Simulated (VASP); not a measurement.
A run of VASP 6.6.1:

INCAR

```
SYSTEM = Mg3Re2
PREC = Accurate ; ENCUT = 520
EDIFF = 1E-6 ; ISMEAR = 0
SIGMA = 0.1 ; LREAL = .False.
LASPH = .True. ; NELM = 100
ALGO = Normal ; ISIF = 2
LWAVE = .False. ; LCHARG = .False.
GGA = PE ; NBANDS = 18
```

KPOINTS

```
regular mesh
0
Gamma
  4 4 4
  0 0 0
```

POSCAR

```
Mg3Re2
1.0
    4.8459675203      0.0000000000      0.0000000000
    0.0000000000      4.8459675203      0.0000000000
    0.0000000000      0.0000000000      4.8459675203
Mg Re
3 2
Direct
    0.5000000000      0.0000000000      0.0000000000
    0.0000000000      0.5000000000      0.0000000000
    0.0000000000      0.0000000000      0.5000000000
    0.5000000000      0.5000000000      0.5000000000
    0.0000000000      0.0000000000      0.0000000000
```

Potentials or basis: VASP PAW PBE potentials, release 64 (Mg, Re).

Launch:

```sh
$ cat potpaw_PBE.64/Mg/POTCAR potpaw_PBE.64/Re/POTCAR > POTCAR
$ mpirun -np 1 vasp_std > vasp.out
```

Hardware: 1 thread of Intel(R) Xeon(R) Platinum 8488C (Sapphire Rapids) (shared host).

**Question.** How long does it take, and how much memory?

**Answer.** Wall time 23 s on 1 thread of Intel(R) Xeon(R) Platinum 8488C (Sapphire Rapids), with other jobs on the host, peak memory 0.21 GiB. Counts: scf iterations 18, k points 10.
